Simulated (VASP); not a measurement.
# Se (P3_121) in VASP: further runs

Aim: see how the results for Se move with the level of theory and the settings. Levels: LDA, PBE. Tasks: elastic constants.

All numbers are computed with VASP 6.6.1; they aren't measurements. Logs are shortened: lines on timing, memory, paths and dates and some standing lists are left out, and cuts for length are marked.

### 1 The cell of the first run

It takes space group P3_121 (No. 152, trigonal). The conventional cell has a = 4.366 Å, b = 4.366 Å, c = 4.954 Å, α = 90.00°, β = 90.00°, γ = 120.00°. Se (site symmetry 2) has 2 Se at 2.37 Å within 3.1 Å.

### 2 Elastic constants, LDA

Input file INCAR:

```
SYSTEM = Se
  PREC = Accurate
  ENCUT = 600
  EDIFF = 1E-8
  ISMEAR = 0
  SIGMA = 0.01
  LREAL = .False.
  LASPH = .True.
  NELM = 100
  ALGO = Normal
  ISIF = 3
  LWAVE = .False.
  LCHARG = .False.
  IBRION = 6
  NFREE = 2
  POTIM = 0.015
  NSW = 1
```

Input file KPOINTS:

```
regular mesh
0
Gamma
  5 5 5
  0 0 0
```

Input file POSCAR:

```
Se
1.0
    4.3662000000      0.0000000000      0.0000000000
   -2.1831000000      3.7812401180      0.0000000000
    0.0000000000      0.0000000000      4.9536000000
Se
3
Direct
    0.7746000000      0.7746000000      0.0000000000
    0.0000000000      0.2254000000      0.6666666667
    0.2254000000      0.0000000000      0.3333333333
```

Potentials or basis: VASP PAW LDA potentials, release 64 (Se).

Started as:

```
$ cat potpaw_LDA.64/Se/POTCAR > POTCAR
$ mpirun -np 1 vasp_std > vasp.out
```

OUTCAR:

```text
SYSTEM = Se
   PREC = Accurate
   ENCUT = 600
   EDIFF = 1E-8
   ISMEAR = 0
   LREAL = .False.
   LASPH = .True.
   NELM = 100
   ISIF = 3
   IBRION = 6
   NFREE = 2
   POTIM = 0.015
   NSW = 1

 ion  position               nearest neighbor table
   1  0.775  0.775  0.000-   2 2.37   3 2.37
   2  0.000  0.225  0.667-   1 2.37   3 2.37
   3  0.225  0.000  0.333-   1 2.37   2 2.37

  LATTYP: Found a hexagonal cell.
 ALAT       =     4.3662000000
 C/A-ratio  =     1.1345334616

  Lattice vectors:

 A1 = (   4.3662000000,   0.0000000000,   0.0000000000)
 A2 = (  -2.1831000000,   3.7812401180,   0.0000000000)
 A3 = (   0.0000000000,   0.0000000000,   4.9536000000)

Analysis of symmetry for initial positions (statically):
=====================================================================
 Subroutine PRICEL returns:
 Original cell was already a primitive cell.

 Routine SETGRP: Setting up the symmetry group for a
 hexagonal supercell.

 Subroutine GETGRP returns: Found  6 space group operations
 (whereof  2 operations were pure point group operations)
 out of a pool of 24 trial point group operations.

The static configuration has the point symmetry C_2 .
 The point group associated with its full space group is D_3 .

Analysis of symmetry for dynamics (positions and initial velocities):
=====================================================================
 Subroutine PRICEL returns:
 Original cell was already a primitive cell.

 Routine SETGRP: Setting up the symmetry group for a
 hexagonal supercell.

 Subroutine GETGRP returns: Found  6 space group operations
 (whereof  2 operations were pure point group operations)
 out of a pool of 24 trial point group operations.

The dynamic configuration has the point symmetry C_2 .
 The point group associated with its full space group is D_3 .

 Subroutine INISYM returns: Found  6 space group operations
 (whereof  2 operations are pure point group operations),
 and found     1 'primitive' translations

----------------------------------------------------------------------------------------

                                     Primitive cell

  volume of cell :      81.7822

  direct lattice vectors                    reciprocal lattice vectors
     4.366200000  0.000000000  0.000000000     0.229032110  0.132231751  0.000000000
    -2.183100000  3.781240118  0.000000000     0.000000000  0.264463501  0.000000000
     0.000000000  0.000000000  4.953600000     0.000000000  0.000000000  0.201873385

  length of vectors
     4.366200000  4.366200000  4.953600000     0.264463501  0.264463501  0.201873385

  position of ions in fractional coordinates (direct lattice)
     0.774600000  0.774600000  0.000000000
     0.000000000  0.225400000  0.666666667
     0.225400000  0.000000000  0.333333333

  ion indices of the primitive-cell ions
   primitive index   ion index
                 1           1
                 2           2
                 3           3

----------------------------------------------------------------------------------------

 KPOINTS: regular mesh

Automatic generation of k-mesh.
 Grid dimensions read from file:
 generate k-points for:    5    5    5

 Generating k-lattice:

  Cartesian coordinates                     Fractional coordinates (reciprocal lattice)
[... 107 lines left out ...]

  FORCE on cell =-STRESS in cart. coord.  units (eV):
  Direction    XX          YY          ZZ          XY          YZ          ZX
  --------------------------------------------------------------------------------------
  -------------------------------------------------------------------------------------
  Total       -0.7912627     -0.7912627     -0.0530851     -0.0000000     -0.0000000      0.0000000
  in kB      -15.5014549    -15.5014549     -1.0399784     -0.0000000     -0.0000000      0.0000000
  external PRESSURE =     -10.6809627 kB  Pullay stress =       0.0000000 kB
[... 92 lines left out ...]
  FREE ENERGIE OF THE ION-ELECTRON SYSTEM (eV)
  ---------------------------------------------------
  free  energy   TOTEN  =       -12.3335275500 eV

  energy  without entropy=      -12.3335275500  energy(sigma->0) =      -12.33352755

[... ionic steps 4 to 14 ...]

--------------------------------------- Ionic step       15  -------------------------------------------

 number of electron      18.0000000 magnetization

------------------------ aborting loop because EDIFF is reached ----------------------------------------
[... 69 lines left out ...]
--------------------------------------- Ionic step       17  -------------------------------------------

 number of electron      17.9999999 magnetization

 Free energy of the ion-electron system (eV)
  ---------------------------------------------------
  ext. energy  EPLUGINS =         0.00000000
  ---------------------------------------------------
  free energy    TOTEN  =       -12.32386382 eV

  energy without entropy =      -12.32386382  energy(sigma->0) =      -12.32386382

 E-fermi :   2.7223     XC(G=0):  -9.1839

 val. band max:        2.6202641764   @ k =  -0.4000   0.0000   0.4000
 cond. band min:       3.7352435609   @ k =   0.0000   0.0000   0.4000
 fundamental gap:      1.1149793844
 Fermi energy:         2.7223017306

 k-point     1 :       0.0000    0.0000    0.0000
  band No.  band energies     occupation
      1     -13.2171      2.00000
      2      -9.1243      2.00000
      3      -9.0691      2.00000
      4      -1.2027      2.00000
      5      -1.1904      2.00000
      6      -1.1205      2.00000
      7       0.6007      2.00000
      8       0.6219      2.00000
      9       2.2629      2.00000
     10       4.4288      0.00000
     11       4.4844      0.00000
     12       4.7532      0.00000
     13       8.5470      0.00000
[... 354 lines left out ...]
  band No.  band energies     occupation
      1     -12.8463      2.00000
      2      -9.3849      2.00000
      3      -9.1551      2.00000
      4      -2.3474      2.00000
      5      -2.1365      2.00000
      6      -0.7155      2.00000
      7       0.3019      2.00000
      8       0.7790      2.00000
      9       1.4453      2.00000
     10       4.7834      0.00000
     11       5.1644      0.00000
     12       5.7271      0.00000
     13       8.2247      0.00000

 [... further k-points ...]
[... 5 lines left out ...]
  --------------------------------------------------------------------------------------
  -------------------------------------------------------------------------------------
  Total       -0.8474977     -0.7297230     -0.0500094     -0.0326937     -0.1482460     -0.0838025
  in kB      -16.6031416    -14.2958443     -0.9797227     -0.6404952     -2.9042557     -1.6417573
  external PRESSURE =     -10.6262362 kB  Pullay stress =       0.0000000 kB
[... 18 lines left out ...]
  FREE ENERGIE OF THE ION-ELECTRON SYSTEM (eV)
  ---------------------------------------------------
  free  energy   TOTEN  =       -12.3238638155 eV

  energy  without entropy=      -12.3238638155  energy(sigma->0) =      -12.32386382

 INTERNAL STRAIN TENSORS FROM STRAINED CELLS
 ============================================

 INTERNAL STRAIN TENSOR FOR ION    1 for displacements in x,y,z  (eV/Angst):
          X           Y           Z          XY          YZ          ZX
  --------------------------------------------------------------------------------
  x     6.62134     3.08105     5.80239     3.17969     2.20121     3.80975
  y     5.33830    11.47133    10.05003     1.70450    -3.81649     2.20186
  z     3.89242    -3.89705     0.00000     2.24495     9.83545     5.80977

 INTERNAL STRAIN TENSORS FROM DISPLACED ATOMS
 ============================================

 INTERNAL STRAIN TENSOR FOR ION    1 for displacements in x,y,z  (eV/Angst):
          X           Y           Z          XY          YZ          ZX
  --------------------------------------------------------------------------------
  x     6.49968     3.09293     5.79433     2.95223     2.19942     3.80908
  y     5.35522    11.25968    10.03608     1.70557    -3.80908     2.19893
  z     3.88897    -3.88897     0.00000     2.24530     9.83273     5.67693

 INTERNAL STRAIN TENSOR FOR ION    3 for displacements in x,y,z  (eV/Angst):
          X           Y           Z          XY          YZ          ZX
  --------------------------------------------------------------------------------
  x   -13.00266    -6.18258   -11.58867     0.00000    -4.39811     0.00000
  y    -0.00000    -0.00000    -0.00000    -3.40785     0.00000    -4.39859
  z     0.00000     0.00000     0.00000    -4.49059    -0.00000   -11.35386

 Eigenvectors and eigenvalues of the dynamical matrix
 ----------------------------------------------------

   1 f  =    6.965536 THz    43.765755 2PiTHz  232.345281 cm-1    28.807130 meV
             X         Y         Z           dx          dy          dz
      1.691029  2.928949  0.000000    -0.288675   -0.500000   -0.000000
     -0.492071  0.852292  3.302400    -0.288675    0.500000    0.000000
      0.984141  0.000000  1.651200     0.577350   -0.000000    0.000000
[... 43 lines left out ...]
   9 f/i=    0.001874 THz     0.011777 2PiTHz    0.062521 cm-1     0.007752 meV
             X         Y         Z           dx          dy          dz
      1.691029  2.928949  0.000000    -0.573598    0.067177    0.000040
     -0.492071  0.852292  3.302400    -0.573549    0.066756   -0.000035
      0.984141  0.000000  1.651200    -0.573209    0.067009   -0.000005

--------------------------------------------------------------------------------------------------------

 ELASTIC MODULI CONTR FROM IONIC RELAXATION (kBar)
 Direction    XX          YY          ZZ          XY          YZ          ZX
 --------------------------------------------------------------------------------
 XX        -447.8647   -242.1565   -416.8011      0.0000   -158.0403      0.0000
 YY        -242.1565   -447.8647   -416.8011      0.0000    158.0403     -0.0000
 ZZ        -416.8011   -416.8011   -503.5299      0.0000      0.0000      0.0000
 XY           0.0000      0.0000      0.0000   -102.8541      0.0000   -158.0403
 YZ        -158.0403    158.0403      0.0000     -0.0000   -321.3661      0.0000
 ZX          -0.0000     -0.0000     -0.0000   -158.0403      0.0000   -321.3661
 --------------------------------------------------------------------------------

 TOTAL ELASTIC MODULI (kBar)
 Direction    XX          YY          ZZ          XY          YZ          ZX
 --------------------------------------------------------------------------------
 XX         109.6152     36.0046    126.7699      0.0000     47.2096      0.0000
 YY          36.0046    109.6152    126.7699      0.0000    -47.2096     -0.0000
 ZZ         126.7699    126.7699    756.2720      0.0000      0.0000      0.0000
 XY           0.0000      0.0000      0.0000     36.8053      0.0000     47.2096
 YZ          47.2096    -47.2096      0.0000     -0.0000    158.9881      0.0000
 ZX          -0.0000     -0.0000     -0.0000     47.2096      0.0000    158.9881
 --------------------------------------------------------------------------------
```

Run time: 8.9 min. Hardware: 1 thread of AMD EPYC 9R14 (Zen 4), shared host; peak memory 0.25 GiB.

What came out:

```yaml
Voigt_bulk_modulus: 17 GPa
Highest_phonon_frequency_at_Γ: 232 cm⁻¹
```

Phonon frequencies in cm⁻¹ (negative: imaginary):
| q point | frequencies |
| --- | --- |
| (0.000, 0.000, 0.000) | 0 0 0 94 131 131 230 230 232 |

Elastic tensor in Voigt notation (GPa, in the Cartesian axes of the cell as first typed):
```
11  4 13  5  0  0
 4 11 13 -5  0  0
13 13 76  0  0  0
 5 -5  0 16  0  0
 0  0  0  0 16  5
 0  0  0  0  5  4
```

Clamped-ion elastic tensor (GPa):
```
 56  28  54  21   0   0
 28  56  54 -21   0   0
 54  54 126   0   0   0
 21 -21   0  48   0   0
  0   0   0   0  48  21
  0   0   0   0  21  14
```

Caveat: the cell is under stress, which shifts elastic constants.

### 3 Elastic constants, PBE

Input file INCAR:

```
SYSTEM = Se
PREC = Accurate ; ENCUT = 500
EDIFF = 1E-8 ; ISMEAR = 0
SIGMA = 0.01 ; LREAL = .False.
LASPH = .True. ; NELM = 120
ALGO = Normal ; ISIF = 3
LWAVE = .False. ; LCHARG = .False.
GGA = PE ; NBANDS = 16
IBRION = 6 ; NFREE = 2
POTIM = 0.015 ; NSW = 1
GGA_COMPAT = .False.
```

Input file KPOINTS:

```
Automatic mesh
0
Gamma
  5 5 4
  0 0 0
```

POSCAR is that of step 2.

Potentials or basis: VASP PAW PBE potentials, release 64 (Se).

Started as:

```
$ cat potpaw_PBE.64/Se/POTCAR > POTCAR
$ mpirun -np 1 vasp_std > vasp.out
```

It took 3.8 min on 1 thread of Intel Xeon 6975P-C (Granite Rapids), shared host; peak memory 0.26 GiB.

Results (log left out):

| Quantity | Value |
| --- | --- |
| Voigt bulk modulus | 21 GPa |
| Highest phonon frequency at Γ | 240 cm⁻¹ |

Phonon frequencies in cm⁻¹ (negative: imaginary):
```tsv
q point	frequencies
(0.000, 0.000, 0.000)	0 0 0 93 134 134 239 239 240
```

Elastic tensor in Voigt notation (GPa, in the Cartesian axes of the cell as first typed):
```
18  7 17  7  0  0
 7 18 17 -7  0  0
17 17 74  0  0  0
 7 -7  0 17  0  0
 0  0  0  0 17  7
 0  0  0  0  7  5
```

Clamped-ion elastic tensor (GPa):
```
 59  29  58  23   0   0
 29  59  58 -23   0   0
 58  58 129   0   0   0
 23 -23   0  51   0   0
  0   0   0   0  51  23
  0   0   0   0  23  15
```

Caveat: the cell is under stress, which shifts elastic constants.
